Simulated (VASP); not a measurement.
# HgTe (Fm-3m) in VASP: further runs

HgTe is run at these levels: PBE; tasks: single point.

Program: VASP 6.6.1. These are calculated values, not measurements. Logs are shortened: lines on timing, memory, paths and dates and some standing lists are left out, and cuts for length are marked.

## 1. The cell of the first run

Symmetry: Fm-3m, No. 225, cubic system. Conventional cell: a = 6.360 Å, b = 6.360 Å, c = 6.360 Å, α = 90.00°, β = 90.00°, γ = 90.00°. Within 4.2 Å of Hg (site symmetry m-3m) lie 6 Te at 3.18 Å. Te (site symmetry m-3m) has 6 Hg at 3.18 Å within 4.2 Å.

## 2. Single point, PBE

Contents of INCAR:

```
  PREC = Accurate
  ENCUT = 520
  EDIFF = 1E-6
  ISMEAR = 0
  SIGMA = 0.028000000000000004
  LREAL = F
  LASPH = T
  NELM = 100
  ALGO = Normal
  ISIF = 2
  LWAVE = F
  LCHARG = F
  GGA = PE
  NBANDS = 16
```

Contents of KPOINTS:

```
regular mesh
0
Gamma
  7 7 7
```

Contents of POSCAR:

```
HgTe
1.0
    0.0000000000      3.1800000000      3.1800000000
    3.1800000000      0.0000000000      3.1800000000
    3.1800000000      3.1800000000      0.0000000000
Hg Te
1 1
Direct
    0.0000000000      0.0000000000      0.0000000000
    0.5000000000      0.5000000000      0.5000000000
```

Potentials or basis: VASP PAW PBE potentials, release 64 (Hg, Te).

Run with:

```console
$ cat potpaw_PBE.64/Hg/POTCAR potpaw_PBE.64/Te/POTCAR > POTCAR
$ mpirun -np 1 vasp_std > vasp.out
```

OUTCAR:

```text
PREC = Accurate
   ENCUT = 520
   EDIFF = 1E-6
   ISMEAR = 0
   LREAL = F
   LASPH = T
   NELM = 100
   ISIF = 2
   GGA = PE

 ion  position               nearest neighbor table
   1  0.000  0.000  0.000-   2 3.18   2 3.18   2 3.18   2 3.18   2 3.18   2 3.18
   2  0.500  0.500  0.500-   1 3.18   1 3.18   1 3.18   1 3.18   1 3.18   1 3.18

  LATTYP: Found a face centered cubic cell.
 ALAT       =     6.3600000000

  Lattice vectors:

 A1 = (   0.0000000000,   3.1800000000,   3.1800000000)
 A2 = (   3.1800000000,   0.0000000000,   3.1800000000)
 A3 = (   3.1800000000,   3.1800000000,   0.0000000000)

Analysis of symmetry for initial positions (statically):
=====================================================================
 Subroutine PRICEL returns:
 Original cell was already a primitive cell.

 Routine SETGRP: Setting up the symmetry group for a
 face centered cubic supercell.

 Subroutine GETGRP returns: Found 48 space group operations
 (whereof 48 operations were pure point group operations)
 out of a pool of 48 trial point group operations.

The static configuration has the point symmetry O_h .

Analysis of symmetry for dynamics (positions and initial velocities):
=====================================================================
 Subroutine PRICEL returns:
 Original cell was already a primitive cell.

 Routine SETGRP: Setting up the symmetry group for a
 face centered cubic supercell.

 Subroutine GETGRP returns: Found 48 space group operations
 (whereof 48 operations were pure point group operations)
 out of a pool of 48 trial point group operations.

The dynamic configuration has the point symmetry O_h .

 Subroutine INISYM returns: Found 48 space group operations
 (whereof 48 operations are pure point group operations),
 and found     1 'primitive' translations

----------------------------------------------------------------------------------------

                                     Primitive cell

  volume of cell :      64.3149

  direct lattice vectors                    reciprocal lattice vectors
     0.000000000  3.180000000  3.180000000    -0.157232704  0.157232704  0.157232704
     3.180000000  0.000000000  3.180000000     0.157232704 -0.157232704  0.157232704
     3.180000000  3.180000000  0.000000000     0.157232704  0.157232704 -0.157232704

[... 74 lines left out ...]
   LSORBIT =      F    spin-orbit coupling
   LASPH  =      T    aspherical Exc in radial PAW
   ENCUT  =  520.0 eV  38.22 Ry    6.18 a.u.   8.36  8.36  8.36*2*pi/ulx,y,z
   NELM   =    100;   NELMIN=  2; NELMDL= -5     # of ELM steps
   EDIFF  = 0.1E-05   stopping-criterion for ELM
   LREAL  =      F    real-space projection
   EDIFFG = 0.1E-04   stopping-criterion for IOM
   NSW    =      0    number of steps for IOM
   IBRION =     -1    ionic relax: 0-MD 1-quasi-New 2-CG
   NFREE  =      0    steps in history (QN), initial steepest desc. (CG)
   ISIF   =      2    stress and relaxation
   ISYM   =      2    0-nonsym 1-usesym 2-fastsym
   POTIM  = 0.5000    time-step for ionic-motion
   TEBEG  =    0.0;   TEEND  =   0.0 temperature during run
   PSTRESS=    0.0 pullay stress
   NELECT =      18.0000    total number of electrons
   NUPDOWN=      -1.0000    fix difference up-down
   EMIN   =  10.00;   EMAX   =-10.00  energy-range for DOS
   EFERMI =   0.00;   METHOD = LEGACY
   ISMEAR =     0;   SIGMA  =   0.03  broadening in eV -4-tet -1-fermi 0-gaus
   EFERMI_NEDOS =   21; number of points for ismear=-14 and -15
   IALGO  =     38    algorithm
   IMIX   =      4    mixing-type and parameters
     AMIX     =   0.40;   BMIX     =  1.00
     AMIX_MAG =   1.60;   BMIX_MAG =  1.00
  volume/ion in A,a.u.               =      32.16       217.01
  Fermi-wavevector in a.u.,A,eV,Ry     =   1.070850  2.023613 15.602062  1.146719
  Thomas-Fermi vector in A             =   2.206572
   LORBIT       =      0    0 simple, 1 ext, 2 COOP (PROOUT), +10 PAW based schemes
   GGA     = PE    functional components
   LHFCALC =     F    Hartree Fock is set to
   AEXX    =    0.0000 exact exchange contribution
   IVDW    =     0    specifies the selected vdW correction
   LEPSILON=     F    determine dielectric tensor
   LRPA    =     F    only Hartree local field effects (RPA)
 non-spin polarized calculation
 Gauss-broadening in eV      SIGMA  =   0.03
  energy-cutoff  :      520.00
  volume of cell :       64.31
 maximum number of plane-waves:      1759
 NGX is ok and might be reduce to    36
   NGX = 17   NGY = 17   NGZ = 17

 number of electron      17.9999998 magnetization

 Free energy of the ion-electron system (eV)
  ---------------------------------------------------
  ext. energy  EPLUGINS =         0.00000000
  ---------------------------------------------------
  free energy    TOTEN  =        -3.27931264 eV

  energy without entropy =       -3.27887240  energy(sigma->0) =       -3.27909252

 E-fermi :   3.1048     XC(G=0):  -9.2807

 val. band max:        3.0914585525   @ k =  -0.1429   0.1429   0.0000
 cond. band min:       3.1996763028   @ k =   0.4286   0.0000   0.0000
 fundamental gap:      0.1082177503
 Fermi energy:         3.1048126994

 k-point     1 :       0.0000    0.0000    0.0000
  band No.  band energies     occupation
      1      -8.1722      2.00000
      2      -3.1990      2.00000
      3      -3.1990      2.00000
      4      -3.1491      2.00000
      5      -3.1491      2.00000
      6      -3.1491      2.00000
[... 357 lines left out ...]
      3      -3.1833      2.00000
      4      -3.1198      2.00000
      5      -2.9918      2.00000
      6      -2.7817      2.00000
[... 8 lines left out ...]
     15      13.1182      0.00000
     16      15.2424      0.00000

------------------------ aborting loop because EDIFF is reached ----------------------------------------

  FORCE on cell =-STRESS in cart. coord.  units (eV):
  Direction    XX          YY          ZZ          XY          YZ          ZX
  --------------------------------------------------------------------------------------
  -------------------------------------------------------------------------------------
  Total       -1.4832686     -1.4832686     -1.4832686     -0.0000000      0.0000000     -0.0000000
  in kB      -36.9503904    -36.9503904    -36.9503904     -0.0000000      0.0000000     -0.0000000
  external PRESSURE =     -36.9503904 kB  Pullay stress =       0.0000000 kB

 VOLUME and BASIS-vectors are now :
 -----------------------------------------------------------------------------
  energy-cutoff  :      520.00
  volume of cell :       64.31
      direct lattice vectors                 reciprocal lattice vectors
     0.000000000  3.180000000  3.180000000    -0.157232704  0.157232704  0.157232704
     3.180000000  0.000000000  3.180000000     0.157232704 -0.157232704  0.157232704
     3.180000000  3.180000000  0.000000000     0.157232704  0.157232704 -0.157232704

 POSITION                                       TOTAL-FORCE (eV/Angst)
 -----------------------------------------------------------------------------------
      0.00000      0.00000      0.00000        -0.000000      0.000000      0.000000
      3.18000      3.18000      3.18000         0.000000     -0.000000     -0.000000
 -----------------------------------------------------------------------------------
    total drift:                               -0.000000      0.000000      0.000000

  FREE ENERGIE OF THE ION-ELECTRON SYSTEM (eV)
  ---------------------------------------------------
  free  energy   TOTEN  =        -3.2793126427 eV

  energy  without entropy=       -3.2788724016  energy(sigma->0) =       -3.27909252
```

OSZICAR:

```text
N       E                     dE             d eps       ncg     rms          rms(c)
DAV:   1     0.101444123735E+03    0.10144E+03   -0.79847E+03   640   0.980E+02
DAV:   2    -0.426768853229E-01   -0.10149E+03   -0.94050E+02   736   0.220E+02
DAV:   3    -0.343483995633E+01   -0.33922E+01   -0.33836E+01   800   0.425E+01
DAV:   4    -0.346083674996E+01   -0.25997E-01   -0.25995E-01   912   0.337E+00
DAV:   5    -0.346102519916E+01   -0.18845E-03   -0.18845E-03   824   0.217E-01    0.518E+00
DAV:   6    -0.328339717797E+01    0.17763E+00   -0.37231E-01   752   0.701E+00    0.428E+00
DAV:   7    -0.327964718747E+01    0.37500E-02   -0.51015E-02   736   0.152E+00    0.181E+00
DAV:   8    -0.327925550921E+01    0.39168E-03   -0.42813E-03   760   0.692E-01    0.340E-01
DAV:   9    -0.327928301744E+01   -0.27508E-04   -0.45258E-04   800   0.185E-01    0.411E-02
DAV:  10    -0.327930535150E+01   -0.22334E-04   -0.44897E-05   816   0.548E-02    0.289E-02
DAV:  11    -0.327931270410E+01   -0.73526E-05   -0.10172E-05   736   0.214E-02    0.111E-02
DAV:  12    -0.327931264267E+01    0.61429E-07   -0.89727E-07   544   0.684E-03
   1 F= -.32793126E+01 E0= -.32790925E+01  d E =-.440241E-03
```

stdout:

```text
POSCAR found type information on POSCAR HgTe
 POSCAR found :  2 types and       2 ions
 scaLAPACK will be used
 LDA part: xc-table for (Slater+PW92), standard interpolation
 POSCAR, INCAR and KPOINTS ok, starting setup
 FFT: planning ... GRIDC
 FFT: planning ... GRID_SOFT
 FFT: planning ... GRID
 WAVECAR not read
 entering main loop
```

It took 10 s on 1 thread of Intel Xeon 6975P-C (Granite Rapids), shared host; peak memory 0.2 GiB.

Results:

```
Free energy            : -3.2793 eV
Pressure               : -3.7 GPa
Band gap on the k mesh : zero (band 9 reaches 3.25 eV, above the bottom of band 10 at 1.34 eV)
```

Caveat: spin-orbit coupling is left out, which moves the levels of the heavy elements.

[end of part 1 of 3]
